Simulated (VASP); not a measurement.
# CdS (Fm-3m) in VASP: density of states with LDA

Aim: the density of states of CdS with LDA.

Everything below comes from runs of VASP 6.6.1. Logs are shortened: lines on timing, memory, paths and dates and some standing lists are left out, and cuts for length are marked.

## 1. The cell of the first run

It takes space group Fm-3m (No. 225, cubic). The conventional cell has a = 5.340 Å, b = 5.340 Å, c = 5.340 Å, α = 90.00°, β = 90.00°, γ = 90.00°. Within 3.5 Å of Cd (site symmetry m-3m) lie 6 S at 2.67 Å. S (site symmetry m-3m) has 6 Cd at 2.67 Å within 3.5 Å.

## 2. Density of states, LDA

File POSCAR:

```
CdS
1.0
    0.0000000000      2.6697820582      2.6697820582
    2.6697820582      0.0000000000      2.6697820582
    2.6697820582      2.6697820582      0.0000000000
Cd S
1 1
Direct
    0.0000000000      0.0000000000      0.0000000000
    0.5000000000      0.5000000000      0.5000000000
```

File INCAR.step1:

```
PREC = Accurate
ENCUT = 520
EDIFF = 1E-6
ISMEAR = -1
SIGMA = 0.02
LREAL = False
LASPH = True
NELM = 80
ALGO = Normal
ISIF = 2
LWAVE = False
LCHARG = True
GGA = CA
NBANDS = 16
```

File KPOINTS.step1:

```
Automatic mesh
0
Gamma
  9 9 9
```

File INCAR.step2:

```
PREC = Accurate
ENCUT = 520
EDIFF = 1E-6
ISMEAR = -5
SIGMA = 0.02
LREAL = False
LASPH = True
NELM = 80
ALGO = Normal
ISIF = 2
LWAVE = False
LCHARG = False
GGA = CA
LORBIT = 10
NBANDS = 16
NEDOS = 2001
ICHARG = 11
```

File KPOINTS.step2:

```
Automatic mesh
0
Gamma
  14 14 14
```

Potentials or basis: VASP PAW LDA potentials, release 64 (Cd, S).

Run with:

```bash
$ cat potpaw_LDA.64/Cd/POTCAR potpaw_LDA.64/S/POTCAR > POTCAR
$ cp INCAR.step1 INCAR
$ cp KPOINTS.step1 KPOINTS
$ mpirun -np 1 vasp_std > vasp.out
$ cp INCAR.step2 INCAR
$ cp KPOINTS.step2 KPOINTS
$ mpirun -np 1 vasp_std > vasp.out
```

OUTCAR:

```text
PREC = Accurate
   ENCUT = 520
   EDIFF = 1E-6
   ISMEAR = -5
   LREAL = False
   LASPH = True
   NELM = 80
   ISIF = 2
   GGA = CA
   LORBIT = 10
   ICHARG = 11

 ion  position               nearest neighbor table
   1  0.000  0.000  0.000-   2 2.67   2 2.67   2 2.67   2 2.67   2 2.67   2 2.67
   2  0.500  0.500  0.500-   1 2.67   1 2.67   1 2.67   1 2.67   1 2.67   1 2.67

  LATTYP: Found a face centered cubic cell.
 ALAT       =     5.3395641164

  Lattice vectors:

 A1 = (   0.0000000000,   2.6697820582,   2.6697820582)
 A2 = (   2.6697820582,   0.0000000000,   2.6697820582)
 A3 = (   2.6697820582,   2.6697820582,   0.0000000000)

Analysis of symmetry for initial positions (statically):
=====================================================================
 Subroutine PRICEL returns:
 Original cell was already a primitive cell.

 Routine SETGRP: Setting up the symmetry group for a
 face centered cubic supercell.

 Subroutine GETGRP returns: Found 48 space group operations
 (whereof 48 operations were pure point group operations)
 out of a pool of 48 trial point group operations.

The static configuration has the point symmetry O_h .

Analysis of symmetry for dynamics (positions and initial velocities):
=====================================================================
 Subroutine PRICEL returns:
 Original cell was already a primitive cell.

 Routine SETGRP: Setting up the symmetry group for a
 face centered cubic supercell.

 Subroutine GETGRP returns: Found 48 space group operations
 (whereof 48 operations were pure point group operations)
 out of a pool of 48 trial point group operations.

The dynamic configuration has the point symmetry O_h .

 Subroutine INISYM returns: Found 48 space group operations
 (whereof 48 operations are pure point group operations),
 and found     1 'primitive' translations

----------------------------------------------------------------------------------------

                                     Primitive cell

  volume of cell :      38.0590

  direct lattice vectors                    reciprocal lattice vectors
     0.000000000  2.669782058  2.669782058    -0.187281205  0.187281205  0.187281205
     2.669782058  0.000000000  2.669782058     0.187281205 -0.187281205  0.187281205
     2.669782058  2.669782058  0.000000000     0.187281205  0.187281205 -0.187281205

  length of vectors
[... 88 lines left out ...]
   IBRION =     -1    ionic relax: 0-MD 1-quasi-New 2-CG
   NFREE  =      0    steps in history (QN), initial steepest desc. (CG)
   ISIF   =      2    stress and relaxation
   ISYM   =      2    0-nonsym 1-usesym 2-fastsym
   POTIM  = 0.5000    time-step for ionic-motion
   TEBEG  =    0.0;   TEEND  =   0.0 temperature during run
   PSTRESS=    0.0 pullay stress
   NELECT =      18.0000    total number of electrons
   NUPDOWN=      -1.0000    fix difference up-down
   EMIN   =  10.00;   EMAX   =-10.00  energy-range for DOS
   EFERMI =   0.00;   METHOD = LEGACY
   ISMEAR =    -5;   SIGMA  =   0.02  broadening in eV -4-tet -1-fermi 0-gaus
   EFERMI_NEDOS =   21; number of points for ismear=-14 and -15
   IALGO  =     38    algorithm
   IMIX   =      4    mixing-type and parameters
     AMIX     =   0.40;   BMIX     =  1.00
     AMIX_MAG =   1.60;   BMIX_MAG =  1.00
  volume/ion in A,a.u.               =      19.03       128.42
  Fermi-wavevector in a.u.,A,eV,Ry     =   1.275498  2.410342 22.135260  1.626896
  Thomas-Fermi vector in A             =   2.408207
   LORBIT       =     10    0 simple, 1 ext, 2 COOP (PROOUT), +10 PAW based schemes
   GGA     = CA    functional components
   LHFCALC =     F    Hartree Fock is set to
   AEXX    =    0.0000 exact exchange contribution
   IVDW    =     0    specifies the selected vdW correction
   LEPSILON=     F    determine dielectric tensor
   LRPA    =     F    only Hartree local field effects (RPA)
 non-spin polarized calculation
 Fermi weights with tetrahedron method with Bloechl corrections
  energy-cutoff  :      520.00
  volume of cell :       38.06
 maximum number of plane-waves:      1039

 number of electron      18.0000005 magnetization

 Free energy of the ion-electron system (eV)
  ---------------------------------------------------
  ext. energy  EPLUGINS =         0.00000000
  ---------------------------------------------------
  free energy    TOTEN  =        -7.26569423 eV

  energy without entropy =       -7.26569423  energy(sigma->0) =       -7.26569423

 E-fermi :   3.5297     XC(G=0): -11.1098

 val. band max:        3.5327716784   @ k =   0.5000   0.0000   0.0000
 cond. band min:       3.5139680779   @ k =   0.5000   0.5000   0.0000
 fundamental gap:     -0.0188036005
 Fermi energy:         3.5297299502

 k-point     1 :       0.0000    0.0000    0.0000
  band No.  band energies     occupation
      1      -9.8158      2.00000
      2      -4.3347      2.00000
      3      -4.3347      2.00000
      4      -4.3205      2.00000
      5      -4.3205      2.00000
      6      -4.3205      2.00000
[... 433 lines left out ...]
      3      -4.4067      2.00000
      4      -4.4057      2.00000
      5      -4.2032      2.00000
      6      -4.1550      2.00000
[... 8 lines left out ...]
     15      15.9418      0.00000
     16      16.4113      0.00000

 [... further k-points ...]

------------------------ aborting loop because EDIFF is reached ----------------------------------------

  FORCE on cell =-STRESS in cart. coord.  units (eV):
  Direction    XX          YY          ZZ          XY          YZ          ZX
  --------------------------------------------------------------------------------------
  -------------------------------------------------------------------------------------
  Total        0.1781932      0.1781932      0.1781932     -0.0000000     -0.0000000      0.0000000
  in kB        7.5014326      7.5014326      7.5014326     -0.0000000     -0.0000000      0.0000000
  external PRESSURE =       7.5014326 kB  Pullay stress =       0.0000000 kB

 VOLUME and BASIS-vectors are now :
 -----------------------------------------------------------------------------
  energy-cutoff  :      520.00
  volume of cell :       38.06
      direct lattice vectors                 reciprocal lattice vectors
     0.000000000  2.669782058  2.669782058    -0.187281205  0.187281205  0.187281205
     2.669782058  0.000000000  2.669782058     0.187281205 -0.187281205  0.187281205
     2.669782058  2.669782058  0.000000000     0.187281205  0.187281205 -0.187281205

 POSITION                                       TOTAL-FORCE (eV/Angst)
 -----------------------------------------------------------------------------------
      0.00000      0.00000      0.00000         0.000000      0.000000      0.000000
      2.66978      2.66978      2.66978        -0.000000      0.000000     -0.000000
 -----------------------------------------------------------------------------------
    total drift:                                0.000000      0.000000      0.000000

  FREE ENERGIE OF THE ION-ELECTRON SYSTEM (eV)
  ---------------------------------------------------
  free  energy   TOTEN  =        -7.2656942281 eV

  energy  without entropy=       -7.2656942281  energy(sigma->0) =       -7.26569423

 total charge

# of ion       s       p       d       tot
------------------------------------------
    1        0.405   0.291   9.577  10.274
    2        1.339   2.378   0.000   3.717
--------------------------------------------------
tot          1.744   2.670   9.577  13.991
```

OUTCAR.step1:

```text
PREC = Accurate
   ENCUT = 520
   EDIFF = 1E-6
   ISMEAR = -1
   LREAL = False
[... 677 lines left out ...]
      0.00000      0.00000      0.00000         0.000000     -0.000000     -0.000000
      2.66978      2.66978      2.66978        -0.000000      0.000000      0.000000
 -----------------------------------------------------------------------------------
    total drift:                                0.000000      0.000000      0.000000

  FREE ENERGIE OF THE ION-ELECTRON SYSTEM (eV)
  ---------------------------------------------------
  free  energy   TOTEN  =        -7.2650504165 eV

  energy  without entropy=       -7.2648790393  energy(sigma->0) =       -7.26496473
```

OSZICAR.step1:

```text
N       E                     dE             d eps       ncg     rms          rms(c)
DAV:   1     0.110296246420E+03    0.11030E+03   -0.93980E+03  1136   0.108E+03
DAV:   2    -0.394425204387E+01   -0.11424E+03   -0.10694E+03  1368   0.263E+02
DAV:   3    -0.778663278581E+01   -0.38424E+01   -0.38370E+01  1400   0.502E+01
DAV:   4    -0.780396185533E+01   -0.17329E-01   -0.17328E-01  1352   0.341E+00
DAV:   5    -0.780411883251E+01   -0.15698E-03   -0.15698E-03  1408   0.310E-01    0.884E+00
DAV:   6    -0.730103869119E+01    0.50308E+00   -0.77517E-01  1536   0.123E+01    0.719E+00
DAV:   7    -0.727020213835E+01    0.30837E-01   -0.14667E-01  1424   0.287E+00    0.344E+00
DAV:   8    -0.726542472877E+01    0.47774E-02   -0.17701E-02  1192   0.167E+00    0.290E-01
DAV:   9    -0.726507234063E+01    0.35239E-03   -0.17717E-03  1456   0.669E-01    0.390E-02
DAV:  10    -0.726504659470E+01    0.25746E-04   -0.16559E-04  1360   0.173E-01    0.394E-02
DAV:  11    -0.726504999877E+01   -0.34041E-05   -0.18798E-05  1352   0.414E-02    0.206E-02
DAV:  12    -0.726505041653E+01   -0.41776E-06   -0.36194E-06  1360   0.189E-02
   1 F= -.72650504E+01 E0= -.72649647E+01  d E =-.171377E-03
```

It took 22 s on 1 thread of Intel Xeon 6975P-C (Granite Rapids), shared host; peak memory 0.18 GiB.

Results:

```
Valence electrons inside the program's atomic spheres : Cd 10.27; S 3.72
```

Levels at points of the mesh, in eV from the Fermi level:
| k point | band 5 | band 6 | band 7 | band 8 | band 9 | band 10 | band 11 | band 12 | band 13 | band 14 |
| --- | --- | --- | --- | --- | --- | --- | --- | --- | --- | --- |
| (0.00, 0.00, 0.00) | -7.85 | -7.85 | -0.93 | -0.93 | -0.93 | 1.03 | 9.17 | 9.17 | 9.17 | 11.05 |
| (0.50, 0.00, 0.00) | -7.59 | -7.59 | -5.30 | 0.00 | 0.00 | 3.24 | 5.65 | 5.65 | 7.24 | 12.38 |
| (0.50, 0.50, 0.00) | -7.50 | -6.66 | -4.85 | -2.50 | -2.50 | -0.02 | 5.81 | 10.13 | 11.56 | 11.56 |

Caveat: tetrahedron occupations give inexact forces and stress in metals.
